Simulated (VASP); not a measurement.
# KI (F-43m) in VASP: further runs

KI is run at these levels: PBEsol, PBE; tasks: vibrations by perturbation theory, dielectric tensor.

Program: VASP 6.6.1. These are calculated values, not measurements. Logs are shortened: lines on timing, memory, paths and dates and some standing lists are left out, and cuts for length are marked.

### Step 1. The cell of the first run

The structure is cubic, space group F-43m (No. 216). Conventional cell: a = 7.839 Å, b = 7.839 Å, c = 7.839 Å, α = 90.00°, β = 90.00°, γ = 90.00°. Within 4.5 Å of K (site symmetry -43m) lie 4 I at 3.39 Å. I (site symmetry -43m) has 4 K at 3.39 Å within 4.5 Å.

### Step 2. Vibrations by perturbation theory, PBEsol

Input file INCAR:

```
PREC = Accurate
ENCUT = 520
EDIFF = 1E-8
ISMEAR = 0
SIGMA = 0.01
LREAL = False
LASPH = True
NELM = 60
ALGO = Normal
ISIF = 2
LWAVE = False
LCHARG = False
GGA = PS
IBRION = 8
NSW = 1
LEPSILON = True
```

Input file KPOINTS:

```
regular mesh
0
Gamma
  6 6 6
```

Input file POSCAR:

```
KI
1.0
    0.0000000000      3.9195463340      3.9195463340
    3.9195463340      0.0000000000      3.9195463340
    3.9195463340      3.9195463340      0.0000000000
K I
1 1
Direct
    0.0000000000      0.0000000000      0.0000000000
    0.2500000000      0.2500000000      0.2500000000
```

Potentials or basis: VASP PAW PBE potentials, release 64 (K_sv, I).

Launch:

```bash
$ cat potpaw_PBE.64/K_sv/POTCAR potpaw_PBE.64/I/POTCAR > POTCAR
$ mpirun -np 1 vasp_std > vasp.out
```

OUTCAR:

```text
PREC = Accurate
   ENCUT = 520
   EDIFF = 1E-8
   ISMEAR = 0
   LREAL = False
   LASPH = True
   NELM = 60
   ISIF = 2
   GGA = PS
   IBRION = 8
   NSW = 1
   LEPSILON = True

 ion  position               nearest neighbor table
   1  0.000  0.000  0.000-   2 3.39   2 3.39   2 3.39   2 3.39
   2  0.250  0.250  0.250-   1 3.39   1 3.39   1 3.39   1 3.39

  LATTYP: Found a face centered cubic cell.
 ALAT       =     7.8390926680

  Lattice vectors:

 A1 = (   0.0000000000,   3.9195463340,   3.9195463340)
 A2 = (   3.9195463340,   0.0000000000,   3.9195463340)
 A3 = (   3.9195463340,   3.9195463340,   0.0000000000)

Analysis of symmetry for initial positions (statically):
=====================================================================
 Subroutine PRICEL returns:
 Original cell was already a primitive cell.

 Routine SETGRP: Setting up the symmetry group for a
 face centered cubic supercell.

 Subroutine GETGRP returns: Found 24 space group operations
 (whereof 24 operations were pure point group operations)
 out of a pool of 48 trial point group operations.

The static configuration has the point symmetry T_d .

Analysis of symmetry for dynamics (positions and initial velocities):
=====================================================================
 Subroutine PRICEL returns:
 Original cell was already a primitive cell.

 Routine SETGRP: Setting up the symmetry group for a
 face centered cubic supercell.

 Subroutine GETGRP returns: Found 24 space group operations
 (whereof 24 operations were pure point group operations)
 out of a pool of 48 trial point group operations.

The dynamic configuration has the point symmetry T_d .

 Subroutine INISYM returns: Found 24 space group operations
 (whereof 24 operations are pure point group operations),
 and found     1 'primitive' translations

----------------------------------------------------------------------------------------

                                     Primitive cell

  volume of cell :     120.4308

  direct lattice vectors                    reciprocal lattice vectors
     0.000000000  3.919546334  3.919546334    -0.127565784  0.127565784  0.127565784
     3.919546334  0.000000000  3.919546334     0.127565784 -0.127565784  0.127565784
     3.919546334  3.919546334  0.000000000     0.127565784  0.127565784 -0.127565784

  length of vectors
     5.543075584  5.543075584  5.543075584     0.220950419  0.220950419  0.220950419

  position of ions in fractional coordinates (direct lattice)
     0.000000000  0.000000000  0.000000000
     0.250000000  0.250000000  0.250000000

  ion indices of the primitive-cell ions
   primitive index   ion index
                 1           1
                 2           2

----------------------------------------------------------------------------------------

 KPOINTS: regular mesh

Automatic generation of k-mesh.
 Grid dimensions read from file:
 generate k-points for:    6    6    6

 Generating k-lattice:

  Cartesian coordinates                     Fractional coordinates (reciprocal lattice)
    -0.021260964  0.021260964  0.021260964     0.166666667  0.000000000  0.000000000
     0.021260964 -0.021260964  0.021260964     0.000000000  0.166666667  0.000000000
     0.021260964  0.021260964 -0.021260964     0.000000000  0.000000000  0.166666667

  Length of vectors
     0.036825070  0.036825070  0.036825070

  Shift w.r.t. Gamma in fractional coordinates (k-lattice)
     0.000000000  0.000000000  0.000000000

 Subroutine IBZKPT returns following result:
 ===========================================

 Found     16 irreducible k-points:

 Following reciprocal coordinates:
            Coordinates               Weight
  0.000000  0.000000  0.000000      1.000000
  0.166667  0.000000  0.000000      8.000000
  0.333333  0.000000  0.000000      8.000000
[... 331 lines left out ...]
  energy-cutoff  :      520.00
  volume of cell :      120.43
      direct lattice vectors                 reciprocal lattice vectors
     0.000000000  3.919546334  3.919546334    -0.127565784  0.127565784  0.127565784
     3.919546334  0.000000000  3.919546334     0.127565784 -0.127565784  0.127565784
     3.919546334  3.919546334  0.000000000     0.127565784  0.127565784 -0.127565784

 POSITION                                       TOTAL-FORCE (eV/Angst)
 -----------------------------------------------------------------------------------
      0.00000      0.00000      0.00000        -0.000000     -0.000000     -0.000000
      1.95977      1.95977      1.95977         0.000000      0.000000      0.000000
 -----------------------------------------------------------------------------------
    total drift:                               -0.000000     -0.000000     -0.000000

  FREE ENERGIE OF THE ION-ELECTRON SYSTEM (eV)
  ---------------------------------------------------
  free  energy   TOTEN  =        -5.5834589694 eV

  energy  without entropy=       -5.5834589694  energy(sigma->0) =       -5.58345897

 HEAD OF MICROSCOPIC STATIC DIELECTRIC TENSOR (INDEPENDENT PARTICLE, excluding Hartree and local field effects)
 ------------------------------------------------------
           2.582674     0.000000    -0.000000
          -0.000000     2.582674     0.000000
          -0.000000     0.000000     2.582674
 ------------------------------------------------------

 Free energy of the ion-electron system (eV)
  ---------------------------------------------------
  ---------------------------------------------------
  free energy    TOTEN  =        -0.49387655 eV

  energy without entropy =       -0.49387655

------------------------ aborting loop because EDIFF is reached ----------------------------------------

--------------------------------------- Ionic step        2  -------------------------------------------

------------------------ aborting loop because EDIFF is reached ----------------------------------------

--------------------------------------- Ionic step        3  -------------------------------------------

------------------------ aborting loop because EDIFF is reached ----------------------------------------

 PIEZOELECTRIC TENSOR FIELD DIRECTION 3  (e Angst)
 -----------------------------------------------------------------------------
     0.00040 -0.64305  0.00000           (  0.00000  0.03285  0.00000)
    -0.64305  0.00040  0.00000           (  0.03285  0.00000  0.00000)
     0.00000  0.00000 -0.00106           (  0.00000  0.00000  0.00000)

 PIEZOELECTRIC TENSOR FIELD DIRECTION 3  (C/m^2)
 -----------------------------------------------------------------------------
     0.00005 -0.08555  0.00000
    -0.08555  0.00005  0.00000
     0.00000  0.00000 -0.00014

--------------------------------------- Ionic step        4  -------------------------------------------

------------------------ aborting loop because EDIFF is reached ----------------------------------------

[... ionic steps 5 to 6 ...]

--------------------------------------- Ionic step        7  -------------------------------------------

 Free energy of the ion-electron system (eV)
  ---------------------------------------------------
  ---------------------------------------------------
  free energy    TOTEN  =        -0.08929323 eV

  energy without entropy =       -0.08929323

------------------------ aborting loop because EDIFF is reached ----------------------------------------

 INTERNAL STRAIN TENSOR  FOR ION    2  DIRECTION 1   (eV/Angst):
 -----------------------------------------------------------------------------
    -0.00025  0.00000  0.00000
     0.00000  0.00042 -2.25213
     0.00000 -2.25213  0.00042

 MACROSCOPIC STATIC DIELECTRIC TENSOR (including local field effects in DFT)
 ------------------------------------------------------
           2.256213     0.000000    -0.000000
           0.000000     2.256213     0.000000
           0.000000     0.000000     2.256213
 ------------------------------------------------------

 PIEZOELECTRIC TENSOR (including local field effects)  for field in x, y, z        (e  Angst)
          XX          YY          ZZ          XY          YZ          ZX
  --------------------------------------------------------------------------------
  x    -0.00000    -0.00000    -0.00000     0.00000    -0.64480    -0.00000
  y    -0.00000    -0.00000    -0.00000    -0.00000     0.00000    -0.64480
  z    -0.00000    -0.00000    -0.00000    -0.64480    -0.00000     0.00000

 PIEZOELECTRIC TENSOR (including local field effects)  for field in x, y, z        (C/m^2)
          XX          YY          ZZ          XY          YZ          ZX
  --------------------------------------------------------------------------------
  x    -0.00000    -0.00000    -0.00000     0.00000    -0.08578    -0.00000
  y    -0.00000    -0.00000    -0.00000    -0.00000     0.00000    -0.08578
  z    -0.00000    -0.00000    -0.00000    -0.08578    -0.00000     0.00000

 BORN EFFECTIVE CHARGES (including local field effects) (in |e|, cummulative output)
 ---------------------------------------------------------------------------------
 ion    1
    1     1.02641     0.00000     0.00000
    2     0.00000     1.02641     0.00000
    3     0.00000    -0.00000     1.02641
 ion    2
    1    -1.02641    -0.00000    -0.00000
    2    -0.00000    -1.02641     0.00000
    3    -0.00000     0.00000    -1.02641

 INTERNAL STRAIN TENSOR FOR ION    2 for displacements in x,y,z  (eV/Angst):
          X           Y           Z          XY          YZ          ZX
  --------------------------------------------------------------------------------
  x     0.00000     0.00000     0.00000     0.00000    -2.25213     0.00000
  y     0.00000     0.00000     0.00000     0.00000     0.00000    -2.25213
  z     0.00000     0.00000     0.00000    -2.25213     0.00000     0.00000

 SECOND DERIVATIVES (NOT SYMMETRIZED)
 ------------------------------------
               1X          1Y          1Z          2X          2Y          2Z
  1X    -1.204333    0.000000    0.000000    1.204333    0.000000    0.000000
  1Y     0.000000   -1.204333    0.000000    0.000000    1.204333    0.000000
  1Z     0.000000    0.000000   -1.204333    0.000000    0.000000    1.204333
  2X     1.210352    0.000000    0.000000   -1.210352    0.000000    0.000000
  2Y     0.000000    1.210352    0.000000    0.000000   -1.210352    0.000000
  2Z     0.000000    0.000000    1.210352    0.000000    0.000000   -1.210352

 Eigenvectors and eigenvalues of the dynamical matrix
 ----------------------------------------------------

   1 f  =    3.139940 THz    19.728827 2PiTHz  104.737138 cm-1    12.985744 meV
             X         Y         Z           dx          dy          dz
      0.000000  0.000000  0.000000    -0.873827    0.000000    0.000000
      1.959773  1.959773  1.959773     0.486237    0.000000    0.000000
[... 21 lines left out ...]
   6 f/i=    0.003326 THz     0.020896 2PiTHz    0.110932 cm-1     0.013754 meV
             X         Y         Z           dx          dy          dz
      0.000000  0.000000  0.000000     0.000000   -0.486237    0.000000
      1.959773  1.959773  1.959773     0.000000   -0.873827    0.000000

--------------------------------------------------------------------------------------------------------

 MACROSCOPIC STATIC DIELECTRIC TENSOR IONIC CONTRIBUTION
 ------------------------------------------------------
           1.311097    -0.000000    -0.000000
          -0.000000     1.311097    -0.000000
          -0.000000    -0.000000     1.311097
 ------------------------------------------------------

 ELASTIC MODULI CONTR FROM IONIC RELAXATION (kBar)
 Direction    XX          YY          ZZ          XY          YZ          ZX
 --------------------------------------------------------------------------------
 XX          -0.0000     -0.0000     -0.0000      0.0000      0.0000     -0.0000
 YY          -0.0000     -0.0000     -0.0000      0.0000      0.0000     -0.0000
 ZZ          -0.0000     -0.0000     -0.0000     -0.0000      0.0000     -0.0000
 XY           0.0000      0.0000     -0.0000    -55.1223      0.0000      0.0000
 YZ           0.0000      0.0000      0.0000      0.0000    -55.1223      0.0000
 ZX          -0.0000     -0.0000     -0.0000      0.0000      0.0000    -55.1223
 --------------------------------------------------------------------------------

 PIEZOELECTRIC TENSOR IONIC CONTR  for field in x, y, z        (C/m^2)
          XX          YY          ZZ          XY          YZ          ZX
  --------------------------------------------------------------------------------
  x    -0.00000    -0.00000    -0.00000    -0.00000     0.25296    -0.00000
  y     0.00000     0.00000     0.00000    -0.00000    -0.00000     0.25296
  z    -0.00000    -0.00000     0.00000     0.25296    -0.00000    -0.00000
```

Run time: 7 min. Hardware: 1 thread of Intel Xeon 6975P-C (Granite Rapids), shared host; peak memory 0.43 GiB.

Results:

```yaml
Electronic_dielectric_tensor_diagonal: 2.26
Born_charges_mean_of_the_diagonal: K +1.03; I -1.03 e
Highest_phonon_frequency_at_Γ_LO-TO_splitting_left_out: 105 cm⁻¹
```

Phonon frequencies in cm⁻¹ (negative: imaginary):
```csv
q point,frequencies
"(0.000, 0.000, 0.000)",0 0 0 105 105 105
```

Electronic dielectric tensor:
```
2.26 0.00 0.00
0.00 2.26 0.00
0.00 0.00 2.26
```

Born effective charge tensors (e):
atom 1, K
```
1.03 0.00 0.00
0.00 1.03 0.00
0.00 0.00 1.03
```
atom 2, I
```
-1.03  0.00  0.00
 0.00 -1.03  0.00
 0.00  0.00 -1.03
```

Caveat: spin-orbit coupling is left out, which moves the levels of the heavy elements.

(Continued in part 2 of 2.)
